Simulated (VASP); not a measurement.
**Al16Cu: single point with PBE+D3(BJ)**

The system is Al16Cu, a slab with vacuum.

```
CELL_PARAMETERS angstrom
5.63146 0.00000 0.00000
0.00000 7.96409 0.00000
0.00000 0.00000 21.32889
ATOMIC_POSITIONS crystal
Al 0.25000 0.25000 0.18754
Al 0.25000 0.75000 0.18754
Al 0.75000 0.25000 0.18754
Al 0.75000 0.75000 0.18754
Al 0.00000 0.00000 0.25355
Al 0.00000 0.50000 0.25355
Al 0.50000 0.00000 0.25355
Al 0.50000 0.50000 0.25355
Al 0.25000 0.25000 0.32256
Al 0.25000 0.75000 0.32256
Al 0.75000 0.25000 0.32256
Al 0.75000 0.75000 0.32256
Al 0.00000 0.00000 0.38581
Al 0.00000 0.50000 0.38581
Al 0.50000 0.00000 0.38581
Al 0.50000 0.50000 0.38581
Cu 0.00000 0.00000 0.51709
```

```
Program             : VASP 6.6.1
Task                : single point
Functional          : PBE
Dispersion          : D3(BJ)
Potentials or basis : VASP PAW PBE potentials, release 64 (Al, Cu)
Cutoff              : 520 eV
k mesh              : 5 × 4 × 1
Occupations         : gaussian, width 0.1 eV
Spin                : no spin polarisation
```

```json
{
 "Largest force": "1.229 eV/Å",
 "Band gap on the k mesh": "zero (an odd number of electrons rules out a gap without spin polarisation)",
 "Dispersion energy per atom": "-0.209 eV"
}
```

Forces on the atoms (eV/Å):
```
Al   0.001  0.005  0.174
Al   0.001 -0.005  0.174
Al  -0.001  0.005  0.174
Al  -0.001 -0.005  0.174
Al   0.000  0.000 -0.176
Al   0.000  0.000 -0.087
Al   0.000  0.000 -0.112
Al   0.000  0.000 -0.081
Al   0.057 -0.042 -0.049
Al   0.057  0.042 -0.049
Al  -0.057 -0.042 -0.049
Al  -0.057  0.042 -0.049
Al   0.000  0.000  1.129
Al   0.000  0.000  0.037
Al   0.000  0.000  0.039
Al   0.000  0.000 -0.020
Cu   0.000  0.000 -1.229
```

Levels at points of the mesh, in eV from the Fermi level:
```
           k point  band 25  band 26  band 27  band 28  band 29  band 30  band 31  band 32  band 33  band 34
(0.00, 0.00, 0.00)    -1.02    -1.01    -0.74    -0.70    -0.54    -0.33    -0.15     0.09     0.20     1.12
(0.00, 0.50, 0.00)    -1.00    -0.89    -0.88    -0.84    -0.84    -0.11     0.26     0.28     0.28     0.51
```

It took 11 min on 1 thread of AMD EPYC 9R45 96-Core Processor (Zen 5) (shared host), peak memory 0.86 GiB.
